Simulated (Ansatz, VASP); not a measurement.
## InP: VASP beside Ansatz

Contents of POSCAR:

```
InP
1.0
    0.0000000000      2.8425850000      3.0184150000
    2.8425850000      0.0000000000      3.0184150000
    2.8425850000      2.8425850000      0.0000000000
In P
1 1
Direct
    0.0000000000      0.0000000000      0.0000000000
    0.7500000000      0.7500000000      0.7500000000
```

The input INCAR.step1:

```
SYSTEM = InP
ALGO     = Normal         ! electronic algorithm
EDIFF    = 1E-4           ! SCF threshold, eV
ENCUT    = 520            ! plane-wave cutoff, eV
GGA      = PE             ! functional
ISMEAR   = 0              ! smearing method
LASPH    = .TRUE.         ! aspherical terms in the spheres
LCHARG   = .FALSE.        ! write CHGCAR
LREAL    = .FALSE.        ! projectors in reciprocal space
LWAVE    = .TRUE.         ! write WAVECAR
NBANDS   = 16             ! bands
NELM     = 60             ! most SCF steps
PREC     = Accurate       ! precision mode
SIGMA    = 0.05           ! smearing width, eV
```

Contents of INCAR.step2:

```
SYSTEM = InP
ALGO     = Normal         ! electronic algorithm
EDIFF    = 1E-6           ! SCF threshold, eV
ENCUT    = 520            ! plane-wave cutoff, eV
ISIF     = 2              ! what is computed and relaxed
ISMEAR   = 0              ! smearing method
ISTART   = 1            
LASPH    = .TRUE.         ! aspherical terms in the spheres
LCHARG   = .FALSE.        ! write CHGCAR
LMIXTAU  = .TRUE.       
LREAL    = .FALSE.        ! projectors in reciprocal space
LWAVE    = .FALSE.        ! write WAVECAR
METAGGA  = R2SCAN         ! meta-GGA
NBANDS   = 16             ! bands
NELM     = 60             ! most SCF steps
PREC     = Accurate       ! precision mode
SIGMA    = 0.05           ! smearing width, eV
```

Contents of KPOINTS:

```
k-points
0
G
  8 8 8
  0 0 0
```

Input for Ansatz:

```yaml
crystal:
  lattice:
    - [0.0, 2.842585, 3.018415]
    - [2.842585, 0.0, 3.018415]
    - [2.842585, 2.842585, 0.0]
  atoms:
    - { symbol: In, position: [0.0, 0.0, 0.0] }
    - { symbol: P, position: [0.75, 0.75, 0.75] }
basis:
  ecutwfc: 500
kpoints:
  mp_grid: { grid: [8, 8, 8] }
hamiltonian:
  xc: r2scan
scf:
  occupations: { method: gaussian, width: 0.05 }
output:
  forces: true
  stress: true
  eigenvalues: true
```

Change from the starting cell: strain -0.030 along x and y, +0.030 along z, atoms carried along.

Alike in both runs: task single point; functional r2SCAN; k mesh 8 × 8 × 8; occupations gaussian, width 0.05 eV; no spin polarisation.

```csv
,VASP,Ansatz
version,VASP 6.6.1,Ansatz 0.2.0
potentials or method,"VASP PAW PBE potentials, release 64 (In_d, P), cutoff 520 eV","scalar-relativistic, plane waves, PAW"
valence electrons in the cell,18,18
```

Ansatz gave:

```
gap on the k mesh at the Fermi level (eV)                     : 1.22
least direct gap on the mesh (eV)                             : 1.22
pressure (GPa)                                                : 4.1
traceless stress, the component that is largest in VASP (GPa) : -1.94
```

Estimate VASP's values.

gap on the k mesh at the Fermi level (eV): 1.22; least direct gap on the mesh (eV): 1.22; pressure (GPa): 4.0; traceless stress, the component that is largest in VASP (GPa): -1.97.

VASP's potentials were made for PBE, not for r2SCAN.
